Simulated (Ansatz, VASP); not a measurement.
**One calculation of Ba2NF, two programs**

The input INCAR:

```
PREC     = Accurate       # precision mode
ENCUT    = 520            # plane-wave cutoff, eV
EDIFF    = 1E-7           # SCF threshold, eV
ISMEAR   = 0              # smearing method
SIGMA    = 0.05           # smearing width, eV
LREAL    = False          # projectors in reciprocal space
LASPH    = True           # aspherical terms in the spheres
NELM     = 60             # most SCF steps
ALGO     = Normal         # electronic algorithm
ISIF     = 2              # what is computed and relaxed
LWAVE    = False          # write WAVECAR
LCHARG   = True           # write CHGCAR
GGA      = CA             # functional
LELF     = True           # ELF
LVHAR    = True         
NBANDS   = 24             # bands
```

Contents of KPOINTS:

```
regular mesh
0
Gamma
  9 9 9
```

Contents of POSCAR:

```
Ba2NF
1.0
    1.9303895273      1.1145109133      6.1410948888
   -1.9303895273      1.1145109133      6.1410948888
    0.0000000000     -2.2290218265      6.1410948888
Ba N F
2 1 1
Direct
    0.7576400200      0.7576400200      0.7576400200
    0.2423599800      0.2423599800      0.2423599800
    0.5000000000      0.5000000000      0.5000000000
    0.0000000000      0.0000000000      0.0000000000
```

Input for Ansatz:

```yaml
crystal:
  lattice:
    - [1.9303895273, 1.1145109133, 6.1410948888]
    - [-1.9303895273, 1.1145109133, 6.1410948888]
    - [0.0, -2.2290218265, 6.1410948888]
  atoms:
    - { symbol: Ba, position: [0.75764002, 0.75764002, 0.75764002] }
    - { symbol: Ba, position: [0.24235998, 0.24235998, 0.24235998] }
    - { symbol: "N", position: [0.5, 0.5, 0.5] }
    - { symbol: F, position: [0.0, 0.0, 0.0] }
basis:
  ecutwfc: 420
kpoints:
  mp_grid: { grid: [9, 9, 9] }
hamiltonian:
  xc: lda
scf:
  occupations: { method: gaussian, width: 0.05 }
output:
  forces: true
  stress: true
  eigenvalues: true
```

Change from the starting cell: strain -0.040 along x and y, -0.080 along z, atoms carried along.

Alike in both runs: task single point; functional LDA; k mesh 9 × 9 × 9; occupations gaussian, width 0.05 eV; no spin polarisation.

```csv
,VASP,Ansatz
version,VASP 6.6.1,Ansatz 0.2.0
potentials or method,"VASP PAW LDA potentials, release 64 (Ba_sv, N, F), cutoff 520 eV","scalar-relativistic, plane waves, PAW"
valence electrons in the cell,32,32
```

|  | VASP | Ansatz | Ansatz less VASP |
| --- | --- | --- | --- |
| gap on the k mesh at the Fermi level (eV) | 0.45 | 0.49 | +0.036 |
| least direct gap on the mesh (eV) | 0.50 | 0.53 | +0.031 |
| pressure (GPa) | 9.1 | 6.6 | -2.46 |
| traceless stress, the component that is largest in VASP (GPa) | 1.72 | 1.60 | -0.124 |
| rms of the force components (eV/Å) | 0.440 | 0.333 | -0.1070 |

LDA's correlation is that of Perdew and Zunger in VASP and of Perdew and Wang (1992) in Ansatz. Atom by atom the forces differ by 0.107 eV/Å (rms over components).

Spin-orbit coupling is off throughout.
